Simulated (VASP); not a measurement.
# TaN (Fm-3m) in VASP: a series of runs

The runs below take TaN through single point, with LDA.

Program: VASP 6.6.1. These are calculated values, not measurements. Logs are shortened: lines on timing, memory, paths and dates and some standing lists are left out, and cuts for length are marked.

## Step 1: The cell of the first run

Symmetry: Fm-3m, No. 225, cubic system. The conventional cell has a = 4.358 Å, b = 4.358 Å, c = 4.358 Å, α = 90.00°, β = 90.00°, γ = 90.00°. Within 2.9 Å of Ta (site symmetry m-3m) lie 6 N at 2.18 Å. N (site symmetry m-3m) has 6 Ta at 2.18 Å within 2.9 Å.

## Step 2: Single point, LDA

The input, INCAR:

```
SYSTEM = TaN
ALGO = Normal ; EDIFF = 1E-6
ENCUT = 1330 ; GGA = CA
GGA_COMPAT = .FALSE. ; ISIF = 2
ISMEAR = 0 ; LASPH = .TRUE.
LCHARG = .TRUE. ; LELF = .TRUE.
LREAL = .FALSE. ; LVHAR = .TRUE.
LWAVE = .FALSE. ; NBANDS = 16
NELM = 120 ; PREC = Accurate
SIGMA = 0.1
```

The input, KPOINTS:

```
k-points
0
G
  8 8 8
  0 0 0
```

The input, POSCAR:

```
TaN
1.0
    0.0000000000      2.1790000000      2.1790000000
    2.1790000000      0.0000000000      2.1790000000
    2.1790000000      2.1790000000      0.0000000000
Ta N
1 1
Direct
    0.5000000000      0.5000000000      0.5000000000
    0.0000000000      0.0000000000      0.0000000000
```

Potentials or basis: VASP PAW LDA potentials, release 64 (Ta_sv_GW, N_h).

Command:

```sh
cat potpaw_LDA.64/Ta_sv_GW/POTCAR potpaw_LDA.64/N_h/POTCAR > POTCAR
mpirun -np 1 vasp_std > vasp.out
```

OUTCAR:

```text
SYSTEM = TaN
   EDIFF = 1E-6
   ENCUT = 1330
   GGA = CA
   ISIF = 2
   ISMEAR = 0
   LASPH = .TRUE.
   LREAL = .FALSE.
   NELM = 120
   PREC = Accurate

 ion  position               nearest neighbor table
   1  0.500  0.500  0.500-   2 2.18   2 2.18   2 2.18   2 2.18   2 2.18   2 2.18
   2  0.000  0.000  0.000-   1 2.18   1 2.18   1 2.18   1 2.18   1 2.18   1 2.18

  LATTYP: Found a face centered cubic cell.
 ALAT       =     4.3580000000

  Lattice vectors:

 A1 = (   0.0000000000,   2.1790000000,   2.1790000000)
 A2 = (   2.1790000000,   0.0000000000,   2.1790000000)
 A3 = (   2.1790000000,   2.1790000000,   0.0000000000)

Analysis of symmetry for initial positions (statically):
=====================================================================
 Subroutine PRICEL returns:
 Original cell was already a primitive cell.

 Routine SETGRP: Setting up the symmetry group for a
 face centered cubic supercell.

 Subroutine GETGRP returns: Found 48 space group operations
 (whereof 48 operations were pure point group operations)
 out of a pool of 48 trial point group operations.

The static configuration has the point symmetry O_h .

Analysis of symmetry for dynamics (positions and initial velocities):
=====================================================================
 Subroutine PRICEL returns:
 Original cell was already a primitive cell.

 Routine SETGRP: Setting up the symmetry group for a
 face centered cubic supercell.

 Subroutine GETGRP returns: Found 48 space group operations
 (whereof 48 operations were pure point group operations)
 out of a pool of 48 trial point group operations.

The dynamic configuration has the point symmetry O_h .

 Subroutine INISYM returns: Found 48 space group operations
 (whereof 48 operations are pure point group operations),
 and found     1 'primitive' translations

----------------------------------------------------------------------------------------

                                     Primitive cell

  volume of cell :      20.6920

  direct lattice vectors                    reciprocal lattice vectors
     0.000000000  2.179000000  2.179000000    -0.229463056  0.229463056  0.229463056
     2.179000000  0.000000000  2.179000000     0.229463056 -0.229463056  0.229463056
     2.179000000  2.179000000  0.000000000     0.229463056  0.229463056 -0.229463056

  length of vectors
     3.081571352  3.081571352  3.081571352     0.397441672  0.397441672  0.397441672

  position of ions in fractional coordinates (direct lattice)
     0.500000000  0.500000000  0.500000000
     0.000000000  0.000000000  0.000000000

  ion indices of the primitive-cell ions
   primitive index   ion index
                 1           1
                 2           2

----------------------------------------------------------------------------------------

 KPOINTS: k-points

Automatic generation of k-mesh.
 Grid dimensions read from file:
 generate k-points for:    8    8    8

 Generating k-lattice:

  Cartesian coordinates                     Fractional coordinates (reciprocal lattice)
    -0.028682882  0.028682882  0.028682882     0.125000000  0.000000000  0.000000000
     0.028682882 -0.028682882  0.028682882     0.000000000  0.125000000  0.000000000
     0.028682882  0.028682882 -0.028682882     0.000000000  0.000000000  0.125000000

  Length of vectors
     0.049680209  0.049680209  0.049680209

  Shift w.r.t. Gamma in fractional coordinates (k-lattice)
     0.000000000  0.000000000  0.000000000

 Subroutine IBZKPT returns following result:
 ===========================================

 Found     29 irreducible k-points:

 Following reciprocal coordinates:
            Coordinates               Weight
  0.000000  0.000000  0.000000      1.000000
  0.125000  0.000000  0.000000      8.000000
  0.250000  0.000000  0.000000      8.000000
  0.375000  0.000000  0.000000      8.000000
  0.500000  0.000000  0.000000      4.000000
  0.125000  0.125000  0.000000      6.000000
[... 16 lines left out ...]
  0.500000  0.250000  0.125000     48.000000
 -0.375000  0.250000  0.125000     24.000000
 [... further k-points ...]
   k-points           NKPTS =     29   k-points in BZ     NKDIM =     29   number of bands    NBANDS=     16
   number of dos      NEDOS =    301   number of ions     NIONS =      2
   total plane-waves  NPLWV =  64000
   dimension x,y,z NGX =    40 NGY =   40 NGZ =   40
   dimension x,y,z NGXF=    80 NGYF=   80 NGZF=   80
   ions per type =               1   1
   NGX,Y,Z   is equivalent  to a cutoff of  21.58, 21.58, 21.58 a.u.
   NGXF,Y,Z  is equivalent  to a cutoff of  43.16, 43.16, 43.16 a.u.
 SYSTEM =  TaN
   PREC   = accura    normal or accurate (medium, high low for compatibility)
   ISTART =      0    job   : 0-new  1-cont  2-samecut
   ICHARG =      2    charge: 1-file 2-atom 10-const
   ISPIN  =      1    spin polarized calculation?
   LNONCOLLINEAR =      F non collinear calculations
   LSORBIT =      F    spin-orbit coupling
   LASPH  =      T    aspherical Exc in radial PAW
   ENCUT  = 1330.0 eV  97.75 Ry    9.89 a.u.   9.16  9.16  9.16*2*pi/ulx,y,z
   NELM   =    120;   NELMIN=  2; NELMDL= -5     # of ELM steps
   EDIFF  = 0.1E-05   stopping-criterion for ELM
   LREAL  =      F    real-space projection
   EDIFFG = 0.1E-04   stopping-criterion for IOM
   NSW    =      0    number of steps for IOM
   IBRION =     -1    ionic relax: 0-MD 1-quasi-New 2-CG
   NFREE  =      0    steps in history (QN), initial steepest desc. (CG)
   ISIF   =      2    stress and relaxation
   ISYM   =      2    0-nonsym 1-usesym 2-fastsym
   POTIM  = 0.5000    time-step for ionic-motion
   TEBEG  =    0.0;   TEEND  =   0.0 temperature during run
   PSTRESS=    0.0 pullay stress
   NELECT =      18.0000    total number of electrons
   NUPDOWN=      -1.0000    fix difference up-down
   EMIN   =  10.00;   EMAX   =-10.00  energy-range for DOS
   EFERMI =   0.00;   METHOD = LEGACY
   ISMEAR =     0;   SIGMA  =   0.10  broadening in eV -4-tet -1-fermi 0-gaus
   EFERMI_NEDOS =   21; number of points for ismear=-14 and -15
   IALGO  =     38    algorithm
   IMIX   =      4    mixing-type and parameters
     AMIX     =   0.40;   BMIX     =  1.00
     AMIX_MAG =   1.60;   BMIX_MAG =  1.00
  volume/ion in A,a.u.               =      10.35        69.82
  Fermi-wavevector in a.u.,A,eV,Ry     =   1.562782  2.953230 33.229345  2.442288
  Thomas-Fermi vector in A             =   2.665650
   LORBIT       =      0    0 simple, 1 ext, 2 COOP (PROOUT), +10 PAW based schemes
   GGA     = CA    functional components
   LHFCALC =     F    Hartree Fock is set to
   AEXX    =    0.0000 exact exchange contribution
   IVDW    =     0    specifies the selected vdW correction
   LEPSILON=     F    determine dielectric tensor
   LRPA    =     F    only Hartree local field effects (RPA)
 non-spin polarized calculation
 Gauss-broadening in eV      SIGMA  =   0.10
  energy-cutoff  :     1330.00
  volume of cell :       20.69
 maximum number of plane-waves:      2292
 NGX is ok and might be reduce to    40
   NGX = 19   NGY = 19   NGZ = 19

 number of electron      18.0000000 magnetization

 Free energy of the ion-electron system (eV)
  ---------------------------------------------------
  ext. energy  EPLUGINS =         0.00000000
  ---------------------------------------------------
  free energy    TOTEN  =       -26.64630147 eV

  energy without entropy =      -26.64319720  energy(sigma->0) =      -26.64474934

 E-fermi :  14.3039     XC(G=0): -14.2360

 val. band max:       14.2728818961   @ k =   0.0000   0.0000   0.0000
 cond. band min:      14.4771270747   @ k =  -0.3750   0.2500   0.1250
 fundamental gap:      0.2042451786
 Fermi energy:        14.3039455950

 k-point     1 :       0.0000    0.0000    0.0000
  band No.  band energies     occupation
      1     -54.8148      2.00000
      2     -21.2289      2.00000
      3     -21.2289      2.00000
      4     -21.2289      2.00000
      5      -4.5532      2.00000
      6      10.4151      2.00000
[... 8 lines left out ...]
     15      23.5132      0.00000
     16      39.0394      0.00000

 k-point     2 :       0.1250    0.0000    0.0000
  band No.  band energies     occupation
      1     -54.8051      2.00000
      2     -21.3811      2.00000
      3     -21.2425      2.00000
      4     -21.2425      2.00000
      5      -4.1576      2.00000
      6       8.8475      2.00000
[... 8 lines left out ...]
     15      24.6521      0.00000
     16      35.0956      0.00000

 k-point     3 :       0.2500    0.0000    0.0000
  band No.  band energies     occupation
      1     -54.7817      2.00000
      2     -21.7319      2.00000
      3     -21.2752      2.00000
      4     -21.2752      2.00000
      5      -3.1358      2.00000
      6       6.5237      2.00000
[... 8 lines left out ...]
     15      26.7234      0.00000
     16      31.8052      0.00000

 k-point     4 :       0.3750    0.0000    0.0000
  band No.  band energies     occupation
      1     -54.7582      2.00000
      2     -22.0622      2.00000
      3     -21.3074      2.00000
      4     -21.3074      2.00000
      5      -1.9198      2.00000
      6       4.5732      2.00000
[... 8 lines left out ...]
     15      26.3239      0.00000
     16      28.3345      0.00000

 k-point     5 :       0.5000    0.0000    0.0000
  band No.  band energies     occupation
      1     -54.7485      2.00000
      2     -22.1937      2.00000
      3     -21.3206      2.00000
      4     -21.3206      2.00000
      5      -1.2803      2.00000
      6       3.7068      2.00000
[... 8 lines left out ...]
     15      26.2866      0.00000
     16      26.4661      0.00000

 k-point     6 :       0.1250    0.1250    0.0000
  band No.  band energies     occupation
      1     -54.8019      2.00000
      2     -21.3712      2.00000
      3     -21.2765      2.00000
      4     -21.2765      2.00000
      5      -4.0590      2.00000
      6       7.9547      2.00000
[... 8 lines left out ...]
     15      25.0213      0.00000
     16      35.0451      0.00000

 k-point     7 :       0.2500    0.1250    0.0000
  band No.  band energies     occupation
      1     -54.7831      2.00000
      2     -21.6292      2.00000
      3     -21.3234      2.00000
      4     -21.3043      2.00000
      5      -3.3501      2.00000
      6       6.5052      2.00000
[... 8 lines left out ...]
     15      26.9597      0.00000
     16      31.0674      0.00000

 k-point     8 :       0.3750    0.1250    0.0000
  band No.  band energies     occupation
      1     -54.7596      2.00000
      2     -21.9459      2.00000
      3     -21.3557      2.00000
      4     -21.3525      2.00000
      5      -2.3663      2.00000
      6       5.1966      2.00000
[... 8 lines left out ...]
     15      26.3163      0.00000
     16      28.8438      0.00000

 k-point     9 :       0.5000    0.1250    0.0000
  band No.  band energies     occupation
      1     -54.7453      2.00000
      2     -22.1287      2.00000
      3     -21.4054      2.00000
      4     -21.3548      2.00000
      5      -1.6337      2.00000
      6       4.2745      2.00000
[... 8 lines left out ...]
     15      25.2520      0.00000
     16      27.1593      0.00000
[... 172 lines left out ...]
 k-point    19 :       0.5000    0.3750    0.0000
  band No.  band energies     occupation
      1     -54.7298      2.00000
      2     -21.9975      2.00000
      3     -21.5957      2.00000
      4     -21.5165      2.00000
      5      -3.0386      2.00000
      6       7.2025      2.00000
[... 8 lines left out ...]
     15      23.9669      0.00000
     16      29.7642      0.00000

 k-point    20 :      -0.3750    0.3750    0.0000
  band No.  band energies     occupation
      1     -54.7284      2.00000
      2     -21.9101      2.00000
      3     -21.7690      2.00000
      4     -21.4699      2.00000
      5      -2.6156      2.00000
      6       6.4710      2.00000
[... 8 lines left out ...]
     15      24.8555      0.00000
     16      27.6422      0.00000

 k-point    21 :       0.5000    0.5000    0.0000
  band No.  band energies     occupation
      1     -54.7266      2.00000
      2     -22.0487      2.00000
      3     -21.5493      2.00000
      4     -21.5493      2.00000
      5      -3.2932      2.00000
      6       7.6760      2.00000
[... 8 lines left out ...]
     15      23.3525      0.00000
     16      30.6894      0.00000

 k-point    22 :       0.3750    0.2500    0.1250
  band No.  band energies     occupation
      1     -54.7643      2.00000
      2     -21.7968      2.00000
      3     -21.4523      2.00000
      4     -21.3271      2.00000
      5      -2.7769      2.00000
      6       5.7023      2.00000
[... 8 lines left out ...]
     15      27.4516      0.00000
     16      28.1772      0.00000

 k-point    23 :       0.5000    0.2500    0.1250
  band No.  band energies     occupation
      1     -54.7454      2.00000
      2     -21.9702      2.00000
      3     -21.5431      2.00000
      4     -21.3751      2.00000
      5      -2.2020      2.00000
      6       5.1898      2.00000
[... 8 lines left out ...]
     15      25.2273      0.00000
     16      27.6883      0.00000

 k-point    24 :      -0.3750    0.2500    0.1250
  band No.  band energies     occupation
      1     -54.7375      2.00000
      2     -22.0446      2.00000
      3     -21.5671      2.00000
      4     -21.4041      2.00000
      5      -1.9630      2.00000
      6       4.9669      2.00000
[... 8 lines left out ...]
     15      24.8014      0.00000
     16      27.5999      0.00000

 [... further k-points ...]

------------------------ aborting loop because EDIFF is reached ----------------------------------------

  FORCE on cell =-STRESS in cart. coord.  units (eV):
  Direction    XX          YY          ZZ          XY          YZ          ZX
  --------------------------------------------------------------------------------------
  -------------------------------------------------------------------------------------
  Total       -0.1486797     -0.1486797     -0.1486797      0.0000000     -0.0000000     -0.0000000
  in kB      -11.5122570    -11.5122570    -11.5122570      0.0000000     -0.0000000     -0.0000000
  external PRESSURE =     -11.5122570 kB  Pullay stress =       0.0000000 kB

 VOLUME and BASIS-vectors are now :
 -----------------------------------------------------------------------------
  energy-cutoff  :     1330.00
  volume of cell :       20.69
      direct lattice vectors                 reciprocal lattice vectors
     0.000000000  2.179000000  2.179000000    -0.229463056  0.229463056  0.229463056
     2.179000000  0.000000000  2.179000000     0.229463056 -0.229463056  0.229463056
     2.179000000  2.179000000  0.000000000     0.229463056  0.229463056 -0.229463056

 POSITION                                       TOTAL-FORCE (eV/Angst)
 -----------------------------------------------------------------------------------
      2.17900      2.17900      2.17900         0.000000      0.000000     -0.000000
      0.00000      0.00000      0.00000        -0.000000     -0.000000      0.000000
 -----------------------------------------------------------------------------------
    total drift:                                0.000000     -0.000000      0.000000

  FREE ENERGIE OF THE ION-ELECTRON SYSTEM (eV)
  ---------------------------------------------------
  free  energy   TOTEN  =       -26.6463014699 eV

  energy  without entropy=      -26.6431972021  energy(sigma->0) =      -26.64474934
```

It took 26 s on 1 thread of AMD EPYC 9R45 (Zen 5), shared host; peak memory 0.22 GiB.

Results:

```
Free energy            : -26.6463 eV
Pressure               : -1.2 GPa
Band gap on the k mesh : zero (bands 9 and 10 overlap by 4.17 eV)
```

Levels at points of the mesh, in eV from the Fermi level:
```tsv
k point	band 7	band 8	band 9	band 10	band 11	band 12
(0.00, 0.00, 0.00)	-3.89	-3.89	-2.25	-2.25	-2.25	-0.03
(0.50, 0.00, 0.00)	-7.81	-7.81	1.93	1.93	2.03	3.96
(0.50, 0.50, 0.00)	-5.70	-4.67	-4.67	2.11	3.65	3.65
```

Caveat: spin-orbit coupling is left out, which moves the levels of the heavy elements.

## Step 3: Single point, LDA

This run uses another cell than the first one, of 10.29 Å³/atom.

The input, INCAR:

```
SYSTEM = TaN
  PREC = Accurate
  ENCUT = 1330
  EDIFF = 1E-6
  ISMEAR = -1
  SIGMA = 0.15
  LREAL = .False.
  LASPH = .True.
  NELM = 120
  ALGO = Normal
  ISIF = 2
  LWAVE = .False.
  LCHARG = .False.
  NBANDS = 16
  GGA_COMPAT = .False.
```

The input, KPOINTS:

```
regular mesh
0
Gamma
  16 16 16
  0 0 0
```

The input, POSCAR:

```
TaN
1.0
    0.0000000000      2.1747153532      2.1747153532
    2.1747153532      0.0000000000      2.1747153532
    2.1747153532      2.1747153532      0.0000000000
Ta N
1 1
Direct
    0.5000000000      0.5000000000      0.5000000000
    0.0000000000      0.0000000000      0.0000000000
```

Potentials or basis: VASP PAW LDA potentials, release 64 (Ta_sv_GW, N_h).

Command:

```sh
cat potpaw_LDA.64/Ta_sv_GW/POTCAR potpaw_LDA.64/N_h/POTCAR > POTCAR
mpirun -np 1 vasp_std > vasp.out
```

Wall time 3.1 min (1 thread of Intel Xeon Platinum 8488C (Sapphire Rapids), shared host); peak memory 0.38 GiB.

The run converged. Its results:

| Quantity | Value |
| --- | --- |
| Free energy | -26.6986 eV |
| Pressure | 1.2 GPa |
| Band gap on the k mesh | zero (bands 9 and 10 overlap by 4.21 eV) |

Levels at points of the mesh, in eV from the Fermi level:
| k point | band 6 | band 7 | band 8 | band 9 | band 10 | band 11 | band 12 | band 13 |
| --- | --- | --- | --- | --- | --- | --- | --- | --- |
| (0.00, 0.00, 0.00) | -3.85 | -3.85 | -3.85 | -2.21 | -2.21 | -2.21 | 0.03 | 0.03 |
| (0.50, 0.00, 0.00) | -10.59 | -7.80 | -7.80 | 2.00 | 2.00 | 2.11 | 4.04 | 7.87 |
| (0.50, 0.50, 0.00) | -6.58 | -5.68 | -4.63 | -4.63 | 2.18 | 3.74 | 3.74 | 4.99 |

Caveat: spin-orbit coupling is left out, which moves the levels of the heavy elements.

[end of part 1 of 2]

The gap in the log of VASP goes by the Fermi energy; the results here count the filled bands.